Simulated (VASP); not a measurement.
# CsPbBr3 (P4/mmm) in VASP: notebook, part 2 of 2

VASP 6.6.1.

## Step 3: Single point, PBEsol (strain +0.000 along x and y, +0.050 along z)

INCAR reads:

```
SYSTEM = CsPbBr3
  ALGO = Normal
  EDIFF = 1E-6
  ENCUT = 520
  GGA = PS
  ISIF = 2
  ISMEAR = 0
  LASPH = .TRUE.
  LCHARG = .FALSE.
  LREAL = .FALSE.
  LWAVE = .FALSE.
  NBANDS = 30
  NELM = 100
  PREC = Accurate
  SIGMA = 0.05
```

KPOINTS reads:

```
k-points
0
G
  6 6 6
  0 0 0
```

POSCAR reads:

```
CsPbBr3
1.0
    5.8700000000      0.0000000000      0.0000000000
    0.0000000000      5.8700000000      0.0000000000
    0.0000000000      0.0000000000      6.1635000000
Cs Pb Br
1 1 3
Direct
    0.0000000000      0.0000000000      0.0000000000
    0.5000000000      0.5000000000      0.5000000000
    0.0000000000      0.5000000000      0.5000000000
    0.5000000000      0.0000000000      0.5000000000
    0.5000000000      0.5000000000      0.0000000000
```

Potentials or basis: VASP PAW PBE potentials, release 64 (Cs_sv, Pb_d, Br).

Command:

```sh
> cat potpaw_PBE.64/Cs_sv/POTCAR potpaw_PBE.64/Pb_d/POTCAR potpaw_PBE.64/Br/POTCAR > POTCAR
> mpirun -np 1 vasp_std > vasp.out
```

OUTCAR:

```text
SYSTEM = CsPbBr3
   EDIFF = 1E-6
   ENCUT = 520
   GGA = PS
   ISIF = 2
   ISMEAR = 0
   LASPH = .TRUE.
   LREAL = .FALSE.
   NELM = 100
   PREC = Accurate

 ion  position               nearest neighbor table
   1  0.000  0.000  0.000-
   2  0.500  0.500  0.500-   3 2.94   4 2.94   4 2.94   3 2.94   5 3.08   5 3.08
   3  0.000  0.500  0.500-   2 2.94   2 2.94
   4  0.500  0.000  0.500-   2 2.94   2 2.94
   5  0.500  0.500  0.000-   2 3.08   2 3.08

  LATTYP: Found a simple tetragonal cell.
[... 995 lines left out ...]
  --------------------------------------------------------------------------------------
  -------------------------------------------------------------------------------------
  Total       -0.3581487     -0.3581487     -2.5303493      0.0000000      0.0000000      0.0000000
  in kB       -2.7019065     -2.7019065    -19.0891881      0.0000000      0.0000000      0.0000000
  external PRESSURE =      -8.1643337 kB  Pullay stress =       0.0000000 kB

 VOLUME and BASIS-vectors are now :
 -----------------------------------------------------------------------------
  energy-cutoff  :      520.00
  volume of cell :      212.38
      direct lattice vectors                 reciprocal lattice vectors
     5.870000000  0.000000000  0.000000000     0.170357751  0.000000000  0.000000000
     0.000000000  5.870000000  0.000000000     0.000000000  0.170357751  0.000000000
     0.000000000  0.000000000  6.163500000     0.000000000  0.000000000  0.162245477

 POSITION                                       TOTAL-FORCE (eV/Angst)
 -----------------------------------------------------------------------------------
      0.00000      0.00000      0.00000         0.000000      0.000000      0.000000
      2.93500      2.93500      3.08175         0.000000      0.000000      0.000000
      0.00000      2.93500      3.08175         0.000000      0.000000      0.000000
      2.93500      0.00000      3.08175         0.000000      0.000000      0.000000
      2.93500      2.93500      0.00000         0.000000      0.000000      0.000000
 -----------------------------------------------------------------------------------
    total drift:                                0.000000     -0.000000     -0.000000

  FREE ENERGIE OF THE ION-ELECTRON SYSTEM (eV)
  ---------------------------------------------------
  free  energy   TOTEN  =       -16.7428455572 eV

  energy  without entropy=      -16.7428455572  energy(sigma->0) =      -16.74284556
```

OSZICAR:

```text
N       E                     dE             d eps       ncg     rms          rms(c)
DAV:   1     0.388546195148E+03    0.38855E+03   -0.18400E+04  2400   0.128E+03
DAV:   2     0.306237647030E+02   -0.35792E+03   -0.34379E+03  2900   0.295E+02
DAV:   3    -0.155108107183E+02   -0.46135E+02   -0.45539E+02  2994   0.114E+02
DAV:   4    -0.172698234263E+02   -0.17590E+01   -0.17529E+01  3046   0.289E+01
DAV:   5    -0.173240594568E+02   -0.54236E-01   -0.54215E-01  2946   0.440E+00    0.419E+00
DAV:   6    -0.167838067226E+02    0.54025E+00   -0.84879E-01  3630   0.923E+00    0.237E+00
DAV:   7    -0.167353492511E+02    0.48457E-01   -0.42537E-01  3564   0.360E+00    0.910E-01
DAV:   8    -0.167422933800E+02   -0.69441E-02   -0.52436E-02  3044   0.177E+00    0.189E-01
DAV:   9    -0.167425325915E+02   -0.23921E-03   -0.73179E-03  3652   0.637E-01    0.956E-02
DAV:  10    -0.167427318921E+02   -0.19930E-03   -0.71236E-04  2890   0.142E-01    0.455E-02
DAV:  11    -0.167428422717E+02   -0.11038E-03   -0.23475E-04  2988   0.104E-01    0.103E-02
DAV:  12    -0.167428452491E+02   -0.29774E-05   -0.21389E-05  3422   0.323E-02    0.900E-03
DAV:  13    -0.167428455572E+02   -0.30811E-06   -0.19061E-06  2274   0.753E-03
   1 F= -.16742846E+02 E0= -.16742846E+02  d E =-.110972E-11
```

stdout:

```text
POSCAR found type information on POSCAR CsPbBr
 POSCAR found :  3 types and       5 ions
 scaLAPACK will be used
 -----------------------------------------------------------------------------
|                                                                             |
|                                                                             |
|     You enforced a specific xc type in the INCAR file but a different       |
|     I HOPE YOU KNOW WHAT YOU ARE DOING!                                     |
|                                                                             |
 -----------------------------------------------------------------------------

 LDA part: xc-table for (Slater+PW92), standard interpolation
 POSCAR, INCAR and KPOINTS ok, starting setup
 FFT: planning ... GRIDC
 FFT: planning ... GRID_SOFT
 FFT: planning ... GRID
 WAVECAR not read
 entering main loop
```

Run time: 3.4 min. Hardware: 1 thread of AMD EPYC 7R43 (Zen 3), shared host; peak memory 0.42 GiB.

Results:

```yaml
Free_energy: -16.7428 eV
Pressure: -0.8 GPa
Band_gap_on_the_k_mesh: 1.40 eV, direct
```

Stress tensor (GPa, compression positive):
```
-0.27  0.00  0.00
 0.00 -0.27  0.00
 0.00  0.00 -1.91
```

Caveat: the cell differs from its parent crystal (strain +0.000 along x and y, +0.050 along z); the PAW data sets were made with another functional, which shifts forces and pressure a little; spin-orbit coupling is left out, which moves the levels of the heavy elements. A k mesh can miss the band edges.

## Step 4: Single point, PBEsol (strain -0.050 along x and y, +0.050 along z)

INCAR reads:

```
  PREC = Accurate
  ENCUT = 520
  EDIFF = 1E-7
  ISMEAR = 0
  SIGMA = 0.05
  LREAL = False
  LASPH = True
  NELM = 100
  ALGO = Normal
  ISIF = 2
  LWAVE = False
  LCHARG = True
  GGA = PS
  LELF = True
  LVHAR = True
  NBANDS = 30
```

KPOINTS reads:

```
regular mesh
0
Gamma
  6 6 6
```

Edit POSCAR of step 3 so:

```diff
@@ -2,4 +2,4 @@
 1.0
-    5.8700000000      0.0000000000      0.0000000000
-    0.0000000000      5.8700000000      0.0000000000
+    5.5765000000      0.0000000000      0.0000000000
+    0.0000000000      5.5765000000      0.0000000000
     0.0000000000      0.0000000000      6.1635000000
```

Potentials or basis: VASP PAW PBE potentials, release 64 (Cs_sv, Pb_d, Br).

Command:

```sh
> cat potpaw_PBE.64/Cs_sv/POTCAR potpaw_PBE.64/Pb_d/POTCAR potpaw_PBE.64/Br/POTCAR > POTCAR
> mpirun -np 1 vasp_std > vasp.out
```

OUTCAR:

```text
PREC = Accurate
   ENCUT = 520
   EDIFF = 1E-7
   ISMEAR = 0
   LREAL = False
   LASPH = True
   NELM = 100
   ISIF = 2
   GGA = PS

 ion  position               nearest neighbor table
   1  0.000  0.000  0.000-
   2  0.500  0.500  0.500-   3 2.79   4 2.79   4 2.79   3 2.79   5 3.08   5 3.08
   3  0.000  0.500  0.500-   2 2.79   2 2.79
   4  0.500  0.000  0.500-   2 2.79   2 2.79
   5  0.500  0.500  0.000-   2 3.08   2 3.08

  LATTYP: Found a simple tetragonal cell.
[... 988 lines left out ...]

 [... further k-points ...]
[... 5 lines left out ...]
  --------------------------------------------------------------------------------------
  -------------------------------------------------------------------------------------
  Total        4.3560266      4.3560266     -1.7289386      0.0000000     -0.0000000      0.0000000
  in kB       36.4124825     36.4124825    -14.4523793      0.0000000     -0.0000000      0.0000000
  external PRESSURE =      19.4575286 kB  Pullay stress =       0.0000000 kB

 VOLUME and BASIS-vectors are now :
 -----------------------------------------------------------------------------
  energy-cutoff  :      520.00
  volume of cell :      191.67
      direct lattice vectors                 reciprocal lattice vectors
     5.576500000  0.000000000  0.000000000     0.179323949  0.000000000  0.000000000
     0.000000000  5.576500000  0.000000000     0.000000000  0.179323949  0.000000000
     0.000000000  0.000000000  6.163500000     0.000000000  0.000000000  0.162245477

 POSITION                                       TOTAL-FORCE (eV/Angst)
 -----------------------------------------------------------------------------------
      0.00000      0.00000      0.00000         0.000000      0.000000      0.000000
      2.78825      2.78825      3.08175         0.000000      0.000000      0.000000
      0.00000      2.78825      3.08175         0.000000      0.000000      0.000000
      2.78825      0.00000      3.08175         0.000000      0.000000      0.000000
      2.78825      2.78825      0.00000         0.000000      0.000000      0.000000
 -----------------------------------------------------------------------------------
    total drift:                                0.000000     -0.000000     -0.000000

  FREE ENERGIE OF THE ION-ELECTRON SYSTEM (eV)
  ---------------------------------------------------
  free  energy   TOTEN  =       -16.5517777361 eV

  energy  without entropy=      -16.5517777361  energy(sigma->0) =      -16.55177774
```

OSZICAR:

```text
N       E                     dE             d eps       ncg     rms          rms(c)
DAV:   1     0.394591695306E+03    0.39459E+03   -0.18786E+04  2400   0.132E+03
DAV:   2     0.332000169051E+02   -0.36139E+03   -0.34337E+03  2708   0.301E+02
DAV:   3    -0.151785977764E+02   -0.48379E+02   -0.47750E+02  3076   0.119E+02
DAV:   4    -0.169440663250E+02   -0.17655E+01   -0.17612E+01  2948   0.279E+01
DAV:   5    -0.169997913734E+02   -0.55725E-01   -0.55705E-01  3022   0.470E+00    0.551E+00
DAV:   6    -0.165815745316E+02    0.41822E+00   -0.67055E-01  3504   0.883E+00    0.324E+00
DAV:   7    -0.165476597107E+02    0.33915E-01   -0.41917E-01  3634   0.407E+00    0.925E-01
DAV:   8    -0.165510641882E+02   -0.34045E-02   -0.57210E-02  3430   0.200E+00    0.227E-01
DAV:   9    -0.165515672568E+02   -0.50307E-03   -0.63148E-03  3206   0.676E-01    0.111E-01
DAV:  10    -0.165516879878E+02   -0.12073E-03   -0.55877E-04  3178   0.143E-01    0.451E-02
DAV:  11    -0.165517766717E+02   -0.88684E-04   -0.23331E-04  3328   0.126E-01    0.235E-02
DAV:  12    -0.165517785880E+02   -0.19163E-05   -0.18021E-05  3042   0.231E-02    0.137E-02
DAV:  13    -0.165517775515E+02    0.10364E-05   -0.53419E-06  3438   0.174E-02    0.214E-03
DAV:  14    -0.165517777366E+02   -0.18503E-06   -0.86479E-07  3564   0.740E-03    0.214E-03
DAV:  15    -0.165517777361E+02    0.51796E-09   -0.77131E-08  1904   0.257E-03
   1 F= -.16551778E+02 E0= -.16551778E+02  d E =-.564938E-16
```

stdout:

```text
POSCAR found type information on POSCAR CsPbBr
 POSCAR found :  3 types and       5 ions
 scaLAPACK will be used
 -----------------------------------------------------------------------------
|                                                                             |
|                                                                             |
|     You enforced a specific xc type in the INCAR file but a different       |
|     I HOPE YOU KNOW WHAT YOU ARE DOING!                                     |
|                                                                             |
 -----------------------------------------------------------------------------

 LDA part: xc-table for (Slater+PW92), standard interpolation
 POSCAR, INCAR and KPOINTS ok, starting setup
 FFT: planning ... GRIDC
 FFT: planning ... GRID_SOFT
 FFT: planning ... GRID
 WAVECAR not read
 entering main loop
```

Wall time 3.2 min (1 thread of AMD EPYC 7R43 (Zen 3), shared host); peak memory 0.37 GiB.

What came out:

* Free energy: -16.5518 eV
* Pressure: 1.9 GPa
* Band gap on the k mesh: 0.58 eV, direct

Stress tensor (GPa, compression positive):
```
 3.64  0.00  0.00
 0.00  3.64  0.00
 0.00  0.00 -1.45
```

Caveat: the cell differs from its parent crystal (strain -0.050 along x and y, +0.050 along z); the PAW data sets were made with another functional, which shifts forces and pressure a little; spin-orbit coupling is left out, which moves the levels of the heavy elements.

## Step 5: Overview

```tsv
cell	gap on the mesh (eV)	pressure (GPa)
a = 6.163, b = 6.163, c = 5.870 Å, 5 atoms	1.66	-1.6
a = 5.870, b = 5.870, c = 6.163 Å, 5 atoms	1.40	-0.8
a = 5.577, b = 5.577, c = 6.163 Å, 5 atoms	0.58	1.9
```

Alike in all rows: task single point; level PBEsol; potentials or basis VASP PAW PBE potentials, release 64 (Cs_sv, Pb_d, Br); no spin polarisation; k mesh 6 × 6 × 6; cutoff (eV) 520; smearing gaussian 0.05 eV.

Caveats: the PAW data sets were made with another functional, which shifts forces and pressure a little; spin-orbit coupling is left out, which moves the levels of the heavy elements.

Absolute energies hang on the potentials; compare differences alone.
